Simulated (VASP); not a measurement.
# N2 in VASP: single point with PBEsol

Aim: the single point of N2 with PBEsol.

Program: VASP 6.6.1. These are calculated values, not measurements. Logs are shortened: lines on timing, memory, paths and dates and some standing lists are left out, and cuts for length are marked.

## (1) The cell of the first run

The cell holds a molecule in a box, 2 atoms: a = 9.000 Å, b = 9.500 Å, c = 10.000 Å, α = 90.00°, β = 90.00°, γ = 90.00°.

## (2) Single point, PBEsol

Input file INCAR:

```
SYSTEM = N
PREC = Accurate ; ENCUT = 1000
EDIFF = 1E-6 ; ISMEAR = -1
SIGMA = 0.05 ; LREAL = .False.
LASPH = .True. ; NELM = 120
ALGO = Normal ; ISIF = 2
LWAVE = .False. ; LCHARG = .False.
GGA = PS ; NBANDS = 12
GGA_COMPAT = .False. ; NELMDL = -8
```

Input file KPOINTS:

```
Automatic mesh
0
Gamma
  1 1 1
  0 0 0
```

Input file POSCAR:

```
N
1.0
    9.0000000000      0.0000000000      0.0000000000
    0.0000000000      9.5000000000      0.0000000000
    0.0000000000      0.0000000000     10.0000000000
N
2
Direct
    0.5000000000      0.5000000000      0.4449991950
    0.5000000000      0.5000000000      0.5550008050
```

Potentials or basis: VASP PAW PBE potentials, release 64 (N_h).

The run is started by

```bash
> cat potpaw_PBE.64/N_h/POTCAR > POTCAR
> mpirun -np 1 vasp_gam > vasp.out
```

OUTCAR:

```text
SYSTEM = N
   PREC = Accurate
   ENCUT = 1000
   EDIFF = 1E-6
   ISMEAR = -1
   LREAL = .False.
   LASPH = .True.
   NELM = 120
   ISIF = 2
   GGA = PS
   NELMDL = -8

 ion  position               nearest neighbor table
   1  0.500  0.500  0.445-   2 1.10
   2  0.500  0.500  0.555-   1 1.10

  LATTYP: Found a simple orthorhombic cell.
 ALAT       =     9.0000000000
 B/A-ratio  =     1.0555555556
 C/A-ratio  =     1.1111111111

  Lattice vectors:

 A1 = (   9.0000000000,   0.0000000000,   0.0000000000)
 A2 = (   0.0000000000,   9.5000000000,   0.0000000000)
 A3 = (   0.0000000000,   0.0000000000,  10.0000000000)

Analysis of symmetry for initial positions (statically):
=====================================================================
 Subroutine PRICEL returns:
 Original cell was already a primitive cell.

 Routine SETGRP: Setting up the symmetry group for a
 simple orthorhombic supercell.

 Subroutine GETGRP returns: Found  8 space group operations
 (whereof  8 operations were pure point group operations)
 out of a pool of  8 trial point group operations.

The static configuration has the point symmetry D_2h.

Analysis of symmetry for dynamics (positions and initial velocities):
=====================================================================
 Subroutine PRICEL returns:
 Original cell was already a primitive cell.

 Routine SETGRP: Setting up the symmetry group for a
 simple orthorhombic supercell.

 Subroutine GETGRP returns: Found  8 space group operations
 (whereof  8 operations were pure point group operations)
 out of a pool of  8 trial point group operations.

The dynamic configuration has the point symmetry D_2h.

 Subroutine INISYM returns: Found  8 space group operations
 (whereof  8 operations are pure point group operations),
 and found     1 'primitive' translations

----------------------------------------------------------------------------------------

                                     Primitive cell

  volume of cell :     855.0000

  direct lattice vectors                    reciprocal lattice vectors
     9.000000000  0.000000000  0.000000000     0.111111111  0.000000000  0.000000000
     0.000000000  9.500000000  0.000000000     0.000000000  0.105263158  0.000000000
     0.000000000  0.000000000 10.000000000     0.000000000  0.000000000  0.100000000

  length of vectors
     9.000000000  9.500000000 10.000000000     0.111111111  0.105263158  0.100000000

  position of ions in fractional coordinates (direct lattice)
     0.500000000  0.500000000  0.444999195
     0.500000000  0.500000000  0.555000805

  ion indices of the primitive-cell ions
   primitive index   ion index
                 1           1
                 2           2

----------------------------------------------------------------------------------------

 KPOINTS: Automatic mesh

Automatic generation of k-mesh.
 Grid dimensions read from file:
 generate k-points for:    1    1    1

 Generating k-lattice:

  Cartesian coordinates                     Fractional coordinates (reciprocal lattice)
     0.111111111  0.000000000  0.000000000     1.000000000  0.000000000  0.000000000
     0.000000000  0.105263158  0.000000000     0.000000000  1.000000000  0.000000000
     0.000000000  0.000000000  0.100000000     0.000000000  0.000000000  1.000000000

  Length of vectors
     0.111111111  0.105263158  0.100000000

  Shift w.r.t. Gamma in fractional coordinates (k-lattice)
     0.000000000  0.000000000  0.000000000

 Subroutine IBZKPT returns following result:
 ===========================================

 Found      1 irreducible k-points:

 Following reciprocal coordinates:
            Coordinates               Weight
  0.000000  0.000000  0.000000      1.000000
   k-points           NKPTS =      1   k-points in BZ     NKDIM =      1   number of bands    NBANDS=     12
   number of dos      NEDOS =    301   number of ions     NIONS =      2
   total plane-waves  NPLWV = ******
   dimension x,y,z NGX =    96 NGY =   98 NGZ =  108
   dimension x,y,z NGXF=   192 NGYF=  196 NGZF=  216
   ions per type =               2
   NGX,Y,Z   is equivalent  to a cutoff of  17.73, 17.15, 17.95 a.u.
   NGXF,Y,Z  is equivalent  to a cutoff of  35.47, 34.30, 35.91 a.u.
 SYSTEM =  N
   PREC   = accura    normal or accurate (medium, high low for compatibility)
   ISTART =      0    job   : 0-new  1-cont  2-samecut
   ICHARG =      2    charge: 1-file 2-atom 10-const
   ISPIN  =      1    spin polarized calculation?
   LNONCOLLINEAR =      F non collinear calculations
   LSORBIT =      F    spin-orbit coupling
   LASPH  =      T    aspherical Exc in radial PAW
   ENCUT  = 1000.0 eV  73.50 Ry    8.57 a.u.  23.21 24.50 25.78*2*pi/ulx,y,z
   NELM   =    120;   NELMIN=  2; NELMDL= -8     # of ELM steps
   EDIFF  = 0.1E-05   stopping-criterion for ELM
   LREAL  =      F    real-space projection
[... 7 lines left out ...]
   TEBEG  =    0.0;   TEEND  =   0.0 temperature during run
   PSTRESS=    0.0 pullay stress
   NELECT =      10.0000    total number of electrons
   NUPDOWN=      -1.0000    fix difference up-down
   EMIN   =  10.00;   EMAX   =-10.00  energy-range for DOS
   EFERMI =   0.00;   METHOD = LEGACY
   ISMEAR =    -1;   SIGMA  =   0.05  broadening in eV -4-tet -1-fermi 0-gaus
   EFERMI_NEDOS =   21; number of points for ismear=-14 and -15
   IALGO  =     38    algorithm
   IMIX   =      4    mixing-type and parameters
     AMIX     =   0.40;   BMIX     =  1.00
     AMIX_MAG =   1.60;   BMIX_MAG =  1.00
  volume/ion in A,a.u.               =     427.50      2884.91
  Fermi-wavevector in a.u.,A,eV,Ry     =   0.371609  0.702239  1.878872  0.138093
  Thomas-Fermi vector in A             =   1.299861
   LORBIT       =      0    0 simple, 1 ext, 2 COOP (PROOUT), +10 PAW based schemes
   GGA     = PS    functional components
   LHFCALC =     F    Hartree Fock is set to
   AEXX    =    0.0000 exact exchange contribution
   IVDW    =     0    specifies the selected vdW correction
   LEPSILON=     F    determine dielectric tensor
   LRPA    =     F    only Hartree local field effects (RPA)
 non-spin polarized calculation
  energy-cutoff  :     1000.00
  volume of cell :      855.00
 maximum number of plane-waves:     30729
 NGX is ok and might be reduce to    96
   NGX = 47   NGY = 49   NGZ = 51

 number of electron      10.0000000 magnetization

 Free energy of the ion-electron system (eV)
  ---------------------------------------------------
  ext. energy  EPLUGINS =         0.00000000
  ---------------------------------------------------
  free energy    TOTEN  =       -17.23301070 eV

  energy without entropy =      -17.23301070  energy(sigma->0) =      -17.23301070

 E-fermi :  -8.7607     XC(G=0):  -0.6719

 val. band max:      -10.0008011922   @ k =   0.0000   0.0000   0.0000
 cond. band min:      -1.7601916283   @ k =   0.0000   0.0000   0.0000
 fundamental gap:      8.2406095639
 Fermi energy:        -8.7606703052

 k-point     1 :       0.0000    0.0000    0.0000
  band No.  band energies     occupation
      1     -27.9749      2.00000
      2     -13.2247      2.00000
      3     -11.4315      2.00000
      4     -11.4315      2.00000
      5     -10.0008      2.00000
      6      -1.7602      0.00000
      7      -1.7598      0.00000
      8      -0.1457      0.00000
      9       1.2466      0.00000
     10       1.3270      0.00000
     11       1.3334      0.00000
     12       1.5702      0.00000

------------------------ aborting loop because EDIFF is reached ----------------------------------------

  FORCE on cell =-STRESS in cart. coord.  units (eV):
  Direction    XX          YY          ZZ          XY          YZ          ZX
  --------------------------------------------------------------------------------------
  -------------------------------------------------------------------------------------
  Total       -0.0122022     -0.0123174      0.2040003      0.0000000      0.0000000      0.0000000
  in kB       -0.0228657     -0.0230815      0.3822744      0.0000000      0.0000000      0.0000000
  external PRESSURE =       0.1121091 kB  Pullay stress =       0.0000000 kB

 VOLUME and BASIS-vectors are now :
 -----------------------------------------------------------------------------
  energy-cutoff  :     1000.00
  volume of cell :      855.00
      direct lattice vectors                 reciprocal lattice vectors
     9.000000000  0.000000000  0.000000000     0.111111111  0.000000000  0.000000000
     0.000000000  9.500000000  0.000000000     0.000000000  0.105263158  0.000000000
     0.000000000  0.000000000 10.000000000     0.000000000  0.000000000  0.100000000

 POSITION                                       TOTAL-FORCE (eV/Angst)
 -----------------------------------------------------------------------------------
      4.50000      4.75000      4.44999         0.000000      0.000000     -0.196834
      4.50000      4.75000      5.55001         0.000000      0.000000      0.196834
 -----------------------------------------------------------------------------------
    total drift:                                0.000000     -0.000000      0.000000

  FREE ENERGIE OF THE ION-ELECTRON SYSTEM (eV)
  ---------------------------------------------------
  free  energy   TOTEN  =       -17.2330106983 eV

  energy  without entropy=      -17.2330106983  energy(sigma->0) =      -17.23301070
```

Run time: 3.6 min. Hardware: 1 thread of AMD EPYC, shared host; peak memory 1.5 GiB.

What came out:

| Property | Result |
| --- | --- |
| Free energy | -17.2330 eV |
| Largest force | 0.197 eV/Å |
| Gap between the frontier levels | 8.24 eV |

Forces on the atoms (eV/Å):
```
N    0.000  0.000 -0.197
N    0.000  0.000  0.197
```

Levels at points of the mesh, in eV from the valence-band top:
```
           k point  band 2  band 3  band 4  band 5  band 6  band 7  band 8  band 9
(0.00, 0.00, 0.00)   -3.22   -1.43   -1.43    0.00    8.24    8.24    9.86   11.25
```

Caveat: the PAW data sets were made with another functional, which shifts forces and pressure a little.
